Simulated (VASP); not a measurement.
Write the native input for VASP 6.6.1 that does the following.

| Item | Value |
| --- | --- |
| Task | relaxation of cell and atoms |
| Functional | PBE |
| Potentials or basis | VASP PAW PBE potentials, release 64 (Y_sv) |
| Cutoff | 600 eV |
| k mesh | 6 × 6 × 6 |
| Occupations | methfessel-paxton, width 0.1 eV |
| Spin | no spin polarisation |
| Target pressure | 15 GPa |
| Dipole correction | no |
| Further INCAR settings | ALGO = Normal; EDIFF = 1e-06; IBRION = 2; EDIFFG = -0.02; NSW = 80; ISIF = 3 |

The structure of Y lies in POSCAR:

```
Y
1.0
    3.3100000000      0.0000000000      0.0000000000
    0.0000000000      3.3100000000      0.0000000000
    0.0000000000      0.0000000000      3.3100000000
Y
1
Direct
    0.0000000000      0.0000000000      0.0000000000
```

These files were run (other wordings do the same):

INCAR

```
SYSTEM = Y
PREC = Accurate
ENCUT = 600
EDIFF = 1E-6
ISMEAR = 1
SIGMA = 0.1
LREAL = .False.
LASPH = .True.
NELM = 80
ALGO = Normal
ISIF = 3
LWAVE = .False.
LCHARG = .False.
GGA = PE
IBRION = 2
NSW = 80
EDIFFG = -0.02
PSTRESS = 150.0
```

KPOINTS

```
regular mesh
0
Gamma
  6 6 6
  0 0 0
```

Potentials or basis: VASP PAW PBE potentials, release 64 (Y_sv).

Command:

```bash
$ cat potpaw_PBE.64/Y_sv/POTCAR > POTCAR
$ mpirun -np 1 vasp_std > vasp.out
```

Results of the run:

* Relaxed volume: 24.71 Å³/atom
* Relaxed cell: a = 2.913 Å, b = 2.913 Å, c = 2.913 Å, α = 90.00°, β = 90.00°, γ = 90.00°
* Space group after relaxing (to 0.05 Å): Pm-3m (No. 221)
* Energy change on relaxing (the enthalpy is what falls): +368.5 meV/atom
* Ionic steps: 7
* Pressure after relaxing: 15.0 GPa

Caveat: the cell is relaxed towards a set pressure, so the enthalpy falls and the energy may rise; the volume moved by over 15 % at a fixed basis, so the end points are rough.

Wall time 47 s on 1 thread of Intel(R) Xeon(R) Platinum 8488C (Sapphire Rapids), on a shared host, peak memory 0.19 GiB.
